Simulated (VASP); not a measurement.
# BaTiO3 (Amm2) in VASP: single point with r2SCAN

Aim: the single point of BaTiO3 with r2SCAN.

Everything below comes from runs of VASP 6.6.1. Logs are shortened: lines on timing, memory, paths and dates and some standing lists are left out, and cuts for length are marked.

## Step 1: The cell of the first run

It takes space group Amm2 (No. 38, orthorhombic). Conventional cell: a = 3.955 Å, b = 5.635 Å, c = 5.655 Å, α = 90.00°, β = 90.00°, γ = 90.00°. Within 3.6 Å of Ba (site symmetry mm2) lie 12 O at 2.77 to 2.89 Å and 8 Ti at 3.37 to 3.53 Å. Ti (site symmetry mm2) has 6 O at 1.90 to 2.10 Å within 2.5 Å. Within 2.6 Å of O (site symmetry mm2) lie 2 Ti at 1.98 Å. Within 2.5 Å of O (site symmetry m) lie 2 Ti at 1.90 to 2.10 Å.

## Step 2: Single point, r2SCAN

POSCAR

```
BaTiO3
1.0
   -3.9550160000      0.0000000000      0.0000000000
    0.0000000000     -2.8174570000      2.8274370000
    0.0000000000      2.8174570000      2.8274370000
Ba Ti O
1 1 3
Direct
    0.0000000000      0.0000000000      0.0000000000
    0.5000000000      0.5170000000      0.5170000000
    0.0000000000      0.4890000000      0.4890000000
    0.5000000000      0.9923300000      0.5045300000
    0.5000000000      0.5045300000      0.9923300000
```

INCAR.step1

```
SYSTEM = BaTiO3
PREC = Accurate
ENCUT = 520
ISMEAR = -1
SIGMA = 0.1
LREAL = .False.
LASPH = .True.
NELM = 60
NBANDS = 28
GGA = PE
ALGO = Normal
EDIFF = 1E-4
LWAVE = .True.
LCHARG = .False.
```

INCAR.step2

```
SYSTEM = BaTiO3
PREC = Accurate
ENCUT = 520
EDIFF = 1E-7
ISMEAR = -1
SIGMA = 0.1
LREAL = .False.
LASPH = .True.
NELM = 60
ALGO = Normal
ISIF = 2
LWAVE = .False.
LCHARG = .False.
METAGGA = R2SCAN
LMIXTAU = .True.
NBANDS = 28
ISTART = 1
```

KPOINTS

```
regular mesh
0
Gamma
  7 7 7
  0 0 0
```

Potentials or basis: VASP PAW PBE potentials, release 64 (Ba_sv, Ti_sv, O).

On the command line:

```bash
$ cat potpaw_PBE.64/Ba_sv/POTCAR potpaw_PBE.64/Ti_sv/POTCAR potpaw_PBE.64/O/POTCAR > POTCAR
$ cp INCAR.step1 INCAR
$ mpirun -np 1 vasp_std > vasp.out
$ cp INCAR.step2 INCAR
$ mpirun -np 1 vasp_std > vasp.out
```

OUTCAR:

```text
SYSTEM = BaTiO3
   PREC = Accurate
   ENCUT = 520
   EDIFF = 1E-7
   ISMEAR = -1
   LREAL = .False.
   LASPH = .True.
   NELM = 60
   ISIF = 2
   METAGGA = R2SCAN
   ISTART = 1

 ion  position               nearest neighbor table
   1  0.000  0.000  0.000-   3 2.77   4 2.80   5 2.80   4 2.80   5 2.80   3 2.82   3 2.82   5 2.82
                             4 2.82   4 2.82   5 2.82   3 2.89   2 3.37   2 3.37   2 3.44   2 3.44
   2  0.500  0.517  0.517-   4 1.90   5 1.90   3 1.98   3 1.98   4 2.10   5 2.10   1 3.37   1 3.37
                             1 3.44   1 3.44   1 3.44   1 3.44   1 3.53   1 3.53
   3  0.000  0.489  0.489-   2 1.98   2 1.98   1 2.77   1 2.82   1 2.82   1 2.89
   4  0.500  0.992  0.505-   2 1.90   2 2.10   1 2.80   1 2.80   1 2.82   1 2.82
   5  0.500  0.505  0.992-   2 1.90   2 2.10   1 2.80   1 2.80   1 2.82   1 2.82

  LATTYP: Found a base centered orthorhombic cell.
 ALAT       =     5.6349140000
 B/A-ratio  =     1.0035422014
 C/A-ratio  =     0.7018769053

  Lattice vectors:

 A1 = (   0.0000000000,  -2.8174570000,  -2.8274370000)
 A2 = (   0.0000000000,  -2.8174570000,   2.8274370000)
 A3 = (  -3.9550160000,   0.0000000000,   0.0000000000)

Analysis of symmetry for initial positions (statically):
=====================================================================
 Subroutine PRICEL returns:
 Original cell was already a primitive cell.

 Routine SETGRP: Setting up the symmetry group for a
 base centered orthorhombic supercell.

 Subroutine GETGRP returns: Found  4 space group operations
 (whereof  4 operations were pure point group operations)
 out of a pool of  8 trial point group operations.

The static configuration has the point symmetry C_2v.

Analysis of symmetry for dynamics (positions and initial velocities):
=====================================================================
 Subroutine PRICEL returns:
 Original cell was already a primitive cell.

 Routine SETGRP: Setting up the symmetry group for a
 base centered orthorhombic supercell.

 Subroutine GETGRP returns: Found  4 space group operations
 (whereof  4 operations were pure point group operations)
 out of a pool of  8 trial point group operations.

The dynamic configuration has the point symmetry C_2v.

 Subroutine INISYM returns: Found  4 space group operations
 (whereof  4 operations are pure point group operations),
 and found     1 'primitive' translations

----------------------------------------------------------------------------------------

                                     Primitive cell

  volume of cell :      63.0128

  direct lattice vectors                    reciprocal lattice vectors
    -3.955016000  0.000000000  0.000000000    -0.252843478  0.000000000  0.000000000
     0.000000000 -2.817457000  2.827437000     0.000000000 -0.177464998  0.176838600
     0.000000000  2.817457000  2.827437000     0.000000000  0.177464998  0.176838600

  length of vectors
     3.955016000  3.991549065  3.991549065     0.252843478  0.250530868  0.250530868

  position of ions in fractional coordinates (direct lattice)
     0.000000000  0.000000000  0.000000000
     0.500000000  0.517000000  0.517000000
     0.000000000  0.489000000  0.489000000
     0.500000000  0.992330000  0.504530000
     0.500000000  0.504530000  0.992330000

  ion indices of the primitive-cell ions
   primitive index   ion index
                 1           1
                 2           2
                 3           3
                 4           4
                 5           5

----------------------------------------------------------------------------------------

 KPOINTS: regular mesh

Automatic generation of k-mesh.
 Grid dimensions read from file:
 generate k-points for:    7    7    7

 Generating k-lattice:

  Cartesian coordinates                     Fractional coordinates (reciprocal lattice)
    -0.036120497  0.000000000  0.000000000     0.142857143  0.000000000  0.000000000
     0.000000000 -0.025352143  0.025262657     0.000000000  0.142857143  0.000000000
     0.000000000  0.025352143  0.025262657     0.000000000  0.000000000  0.142857143

  Length of vectors
     0.036120497  0.035790124  0.035790124

  Shift w.r.t. Gamma in fractional coordinates (k-lattice)
     0.000000000  0.000000000  0.000000000

 Subroutine IBZKPT returns following result:
 ===========================================

 Found     64 irreducible k-points:

 Following reciprocal coordinates:
            Coordinates               Weight
  0.000000  0.000000  0.000000      1.000000
  0.142857  0.000000  0.000000      2.000000
  0.285714  0.000000  0.000000      2.000000
  0.428571  0.000000  0.000000      2.000000
  0.000000  0.142857  0.000000      4.000000
  0.142857  0.142857  0.000000      8.000000
[... 16 lines left out ...]
  0.285714  0.285714  0.142857      8.000000
  0.428571  0.285714  0.142857      8.000000
 [... further k-points ...]
   k-points           NKPTS =     64   k-points in BZ     NKDIM =     64   number of bands    NBANDS=     28
   number of dos      NEDOS =    301   number of ions     NIONS =      5
   total plane-waves  NPLWV =  27000
   dimension x,y,z NGX =    30 NGY =   30 NGZ =   30
   dimension x,y,z NGXF=    60 NGYF=   60 NGZF=   60
   ions per type =               1   1   3
   NGX,Y,Z   is equivalent  to a cutoff of  12.61, 12.49, 12.49 a.u.
   NGXF,Y,Z  is equivalent  to a cutoff of  25.22, 24.99, 24.99 a.u.
 SYSTEM =  BaTiO3
   PREC   = accura    normal or accurate (medium, high low for compatibility)
   ISTART =      1    job   : 0-new  1-cont  2-samecut
   ICHARG =      0    charge: 1-file 2-atom 10-const
   ISPIN  =      1    spin polarized calculation?
   LNONCOLLINEAR =      F non collinear calculations
   LSORBIT =      F    spin-orbit coupling
   LASPH  =      T    aspherical Exc in radial PAW
   ENCUT  =  520.0 eV  38.22 Ry    6.18 a.u.   7.35  7.42  7.42*2*pi/ulx,y,z
   NELM   =     60;   NELMIN=  2; NELMDL=  0     # of ELM steps
   EDIFF  = 0.1E-06   stopping-criterion for ELM
   LREAL  =      F    real-space projection
   EDIFFG = 0.1E-05   stopping-criterion for IOM
   NSW    =      0    number of steps for IOM
   IBRION =     -1    ionic relax: 0-MD 1-quasi-New 2-CG
   NFREE  =      0    steps in history (QN), initial steepest desc. (CG)
   ISIF   =      2    stress and relaxation
   ISYM   =      2    0-nonsym 1-usesym 2-fastsym
   POTIM  = 0.5000    time-step for ionic-motion
   TEBEG  =    0.0;   TEEND  =   0.0 temperature during run
   PSTRESS=    0.0 pullay stress
   NELECT =      40.0000    total number of electrons
   NUPDOWN=      -1.0000    fix difference up-down
   EMIN   =  10.00;   EMAX   =-10.00  energy-range for DOS
   EFERMI =   0.00;   METHOD = LEGACY
   ISMEAR =    -1;   SIGMA  =   0.10  broadening in eV -4-tet -1-fermi 0-gaus
   EFERMI_NEDOS =   21; number of points for ismear=-14 and -15
   IALGO  =     38    algorithm
   IMIX   =      4    mixing-type and parameters
     AMIX     =   0.40;   BMIX     =  1.00
     AMIX_MAG =   1.60;   BMIX_MAG =  1.00
  volume/ion in A,a.u.               =      12.60        85.05
  Fermi-wavevector in a.u.,A,eV,Ry     =   1.406972  2.658791 26.933673  1.979569
  Thomas-Fermi vector in A             =   2.529278
   LORBIT       =      0    0 simple, 1 ext, 2 COOP (PROOUT), +10 PAW based schemes
   METAGGA = R2SCAN    functional components
   LHFCALC =     F    Hartree Fock is set to
   AEXX    =    0.0000 exact exchange contribution
   IVDW    =     0    specifies the selected vdW correction
   LEPSILON=     F    determine dielectric tensor
   LRPA    =     F    only Hartree local field effects (RPA)
 non-spin polarized calculation
  energy-cutoff  :      520.00
  volume of cell :       63.01
 maximum number of plane-waves:      1743
 NGX is ok and might be reduce to    30
   NGX = 15   NGY = 15   NGZ = 15

 number of electron      39.9999998 magnetization

 Free energy of the ion-electron system (eV)
  ---------------------------------------------------
  ext. energy  EPLUGINS =         0.00000000
  ---------------------------------------------------
  free energy    TOTEN  =       -74.20897377 eV

  energy without entropy =      -74.20897222  energy(sigma->0) =      -74.20897299

 E-fermi :   4.9065     XC(G=0): -12.0120

 val. band max:        3.5861718409   @ k =   0.4286   0.4286   0.4286
 cond. band min:       6.0134829723   @ k =   0.0000   0.0000   0.0000
 fundamental gap:      2.4273111314
 Fermi energy:         4.9064576000

 k-point     1 :       0.0000    0.0000    0.0000
  band No.  band energies     occupation
      1     -55.0076      2.00000
      2     -30.2025      2.00000
      3     -30.2005      2.00000
      4     -30.1772      2.00000
      5     -21.7848      2.00000
      6     -14.2300      2.00000
[... 20 lines left out ...]
     27       9.3329      0.00000
     28      12.1497      0.00000

 k-point     2 :       0.1429    0.0000    0.0000
  band No.  band energies     occupation
      1     -55.0074      2.00000
      2     -30.2021      2.00000
      3     -30.2001      2.00000
      4     -30.1900      2.00000
      5     -21.7576      2.00000
      6     -14.2468      2.00000
[... 20 lines left out ...]
     27       9.7250      0.00000
     28      12.6452      0.00000

 k-point     3 :       0.2857    0.0000    0.0000
  band No.  band energies     occupation
      1     -55.0068      2.00000
      2     -30.2188      2.00000
      3     -30.2010      2.00000
      4     -30.1989      2.00000
      5     -21.6952      2.00000
      6     -14.3552      2.00000
[... 20 lines left out ...]
     27      10.7451      0.00000
     28      12.7471      0.00000

 k-point     4 :       0.4286    0.0000    0.0000
  band No.  band energies     occupation
      1     -55.0063      2.00000
      2     -30.2416      2.00000
      3     -30.2002      2.00000
      4     -30.1981      2.00000
      5     -21.6437      2.00000
      6     -14.4779      2.00000
[... 578 lines left out ...]
     27      11.3600      0.00000
     28      12.9470      0.00000

 k-point    23 :       0.2857    0.2857    0.1429
  band No.  band energies     occupation
      1     -55.0058      2.00000
      2     -30.2369      2.00000
      3     -30.2164      2.00000
      4     -30.2099      2.00000
      5     -21.6142      2.00000
      6     -14.1087      2.00000
[... 20 lines left out ...]
     27      12.1257      0.00000
     28      12.8959      0.00000

 k-point    24 :       0.4286    0.2857    0.1429
  band No.  band energies     occupation
      1     -55.0054      2.00000
      2     -30.2389      2.00000
      3     -30.2357      2.00000
      4     -30.2092      2.00000
      5     -21.5764      2.00000
      6     -14.0793      2.00000
[... 20 lines left out ...]
     27      12.8120      0.00000
     28      12.9258      0.00000

 [... further k-points ...]

------------------------ aborting loop because EDIFF is reached ----------------------------------------

  FORCE on cell =-STRESS in cart. coord.  units (eV):
  Direction    XX          YY          ZZ          XY          YZ          ZX
  --------------------------------------------------------------------------------------
  -------------------------------------------------------------------------------------
  Total        2.1373171      2.2433932      1.9869912      0.0000000      0.0000000      0.0000000
  in kB       54.3439346     57.0410502     50.5217121      0.0000000      0.0000000      0.0000000
  external PRESSURE =      53.9688990 kB  Pullay stress =       0.0000000 kB

 VOLUME and BASIS-vectors are now :
 -----------------------------------------------------------------------------
  energy-cutoff  :      520.00
  volume of cell :       63.01
      direct lattice vectors                 reciprocal lattice vectors
    -3.955016000  0.000000000  0.000000000    -0.252843478  0.000000000  0.000000000
     0.000000000 -2.817457000  2.827437000     0.000000000 -0.177464998  0.176838600
     0.000000000  2.817457000  2.827437000     0.000000000  0.177464998  0.176838600

 POSITION                                       TOTAL-FORCE (eV/Angst)
 -----------------------------------------------------------------------------------
      0.00000      0.00000      0.00000         0.000000     -0.000000      0.281507
     -1.97751      0.00000      2.92357         0.000000     -0.000000     -0.138479
      0.00000      0.00000      2.76523         0.000000     -0.000000      0.246277
     -1.97751     -1.37436      4.23228         0.000000     -0.047824     -0.194653
     -1.97751      1.37436      4.23228         0.000000      0.047824     -0.194653
 -----------------------------------------------------------------------------------
    total drift:                               -0.000000      0.000000     -0.010552

  FREE ENERGIE OF THE ION-ELECTRON SYSTEM (eV)
  ---------------------------------------------------
  free  energy   TOTEN  =       -74.2089737675 eV

  energy  without entropy=      -74.2089722175  energy(sigma->0) =      -74.20897299
```

Run time: 4.3 min. Hardware: 1 thread of Intel Xeon 6975P-C (Granite Rapids), shared host; peak memory 0.24 GiB.

Results:

```
Free energy            : -74.2090 eV
Pressure               : 5.4 GPa
Largest force          : 0.282 eV/Å
Band gap on the k mesh : 2.43 eV (least direct gap 2.59 eV)
```

Forces in eV/Å, atoms in the order of the input:
```
Ba   0.000  0.000  0.282
Ti   0.000  0.000 -0.138
O    0.000  0.000  0.246
O    0.000 -0.048 -0.195
O    0.000  0.048 -0.195
```

Levels at points of the mesh, in eV from the valence-band top:
```
           k point  band 16  band 17  band 18  band 19  band 20  band 21  band 22  band 23  band 24  band 25
(0.00, 0.00, 0.00)    -1.17    -1.08    -0.30    -0.21    -0.16     2.43     2.53     2.66     4.60     4.63
```

Caveat: the cell stands under pressure; the PAW data sets were made with another functional, which shifts forces and pressure a little; spin-orbit coupling is left out, which moves the levels of the heavy elements; an odd mesh through Γ misses points on the zone boundary, where band edges can lie. r2SCAN opens gaps a little over a GGA but as a rule still falls short of measured ones.
